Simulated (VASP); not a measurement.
Runs of VASP 6.6.1 on Al3N. The structure is that of space group P3m1 (No. 156), or close to it. The cells are those of the table. 

```csv
task,cell,k mesh,cutoff (eV),smearing,gap on the mesh (eV),pressure (GPa),relaxed volume (Å³/atom),largest force (eV/Å)
single point,"a = 3.035, b = 3.035, c = 14.330 Å, angles 90.0, 90.0, 120.0°, 8 atoms",12 × 12 × 2,520,gaussian 0.2 eV,none,-0.1,-,0.02
relaxation of cell and atoms,"relaxed from a = 3.020, b = 3.020, c = 14.510 Å, angles 90.0, 90.0, 120.0°, 8 atoms",12 × 12 × 2,600,gaussian 0.1 eV,none,0.0,14.27,0.01
relaxation of cell and atoms,"relaxed from a = 3.035, b = 3.035, c = 14.330 Å, angles 90.0, 90.0, 120.0°, 8 atoms",12 × 12 × 2,600,gaussian 0.1 eV,none,0.0,14.27,-
single point,"a = 3.035, b = 3.035, c = 14.328 Å, angles 90.0, 90.0, 120.0°, 8 atoms",12 × 12 × 2,520,gaussian 0.1 eV,none,-0.1,-,0.01
relaxation of cell and atoms,"relaxed from a = 3.000, b = 3.000, c = 13.960 Å, angles 90.0, 90.0, 120.0°, 8 atoms",6 × 6 × 2,600,gaussian 0.2 eV,none,-0.1,(a),0.07
single point,"a = 3.020, b = 3.020, c = 14.510 Å, angles 90.0, 90.0, 120.0°, 8 atoms",6 × 6 × 2,520,gaussian 0.2 eV,none,0.1,-,0.01
single point,"a = 3.035, b = 3.035, c = 14.330 Å, angles 90.0, 90.0, 120.0°, 8 atoms",12 × 12 × 2,520,gaussian 0.1 eV,none,-0.1,-,0.01
```

Alike in all rows: level PBE; potentials or basis VASP PAW PBE potentials, release 64 (Al, N); no spin polarisation.

Task: Fill in the values left out.

Result: (a) 14.37.

Caveats: some runs use coarse meshes; the relaxation stopped at a loose force limit of 0.08 eV/Å, so its end isn't a converged minimum (some runs).

A gap of «none» marks levels without a gap at the run's occupations.
